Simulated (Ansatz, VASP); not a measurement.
# Au2Br in VASP and in Ansatz

```
Au Br
1.0
     4.68722    0.00000    0.00000
    -2.34361    4.05925    0.00000
     0.00000    0.00000    3.62079
Au Br
2 1
Direct
  0.33333 0.66667 0.50000
  0.66667 0.33333 0.50000
  0.00000 0.00000 0.00000
```

Alike in both runs: functional PBE; k mesh 6 × 6 × 6; occupations gaussian, width 0.1 eV; no spin polarisation.

Ansatz relaxed the structure, and its values are those at the end. VASP's run is a single point on that final structure, the one shown.

|  | VASP | Ansatz |
| --- | --- | --- |
| version | VASP 6.6.1 | Ansatz 0.2.0 |
| potentials or method | VASP PAW PBE potentials, release 64 (Au, Br), cutoff 520 eV | scalar-relativistic, plane waves, PAW |
| valence electrons in the cell | 29 | 45 |

```tsv
	VASP	Ansatz	Ansatz less VASP
gap on the k mesh at the Fermi level (eV)	none	none	-
pressure (GPa)	-0.3	-0.2	+0.09
```

A gap of «none» marks a metal or a gap that the smearing closes. VASP's potentials hold 29 valence electrons a cell and Ansatz's 45, so a difference there can come from the potentials and not from the codes.

Spin-orbit coupling is off throughout.
